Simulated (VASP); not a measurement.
Here is a VASP 6.6.1 calculation.

The input INCAR:

```
SYSTEM = Mg
PREC = Accurate ; ENCUT = 600
EDIFF = 1E-7 ; ISMEAR = -1
SIGMA = 0.08 ; LREAL = .FALSE.
LASPH = .TRUE. ; NELM = 120
ALGO = Normal ; ISIF = 3
LWAVE = .FALSE. ; LCHARG = .FALSE.
GGA = CA ; IBRION = 2
NSW = 32 ; EDIFFG = -0.005
PSTRESS = 530.0 ; GGA_COMPAT = .FALSE.
NELMIN = 4
```

The input KPOINTS:

```
Automatic mesh
0
G
  18 18 18
  0 0 0
```

Contents of POSCAR:

```
Mg
1.0
   -1.4822522729      1.4822522729      1.4822522729
    1.4822522729     -1.4822522729      1.4822522729
    1.4822522729      1.4822522729     -1.4822522729
Mg
1
Direct
    0.0000000000      0.0000000000      0.0000000000
```

Potentials or basis: VASP PAW LDA potentials, release 64 (Mg).

Launch:

```sh
$ cat potpaw_LDA.64/Mg/POTCAR > POTCAR
$ mpirun -np 1 vasp_std > vasp.out
```

Task: Predict the relaxed volume.

Result: 13.05 Å³/atom.

Task: Estimate the space group after relaxing (to 0.05 Å).

Result: Im-3m (No. 229).

Step by step:
```csv
step,energy change (eV),largest force (eV/Å),pressure (GPa),volume (Å³)
1,0.0000,0.0000,53.38,13.03
2,-0.0193,0.0000,52.44,13.08
3,-0.0078,0.0000,53.00,13.05
```

Caveat: the cell is relaxed towards a set pressure, so the enthalpy falls and the energy may rise.
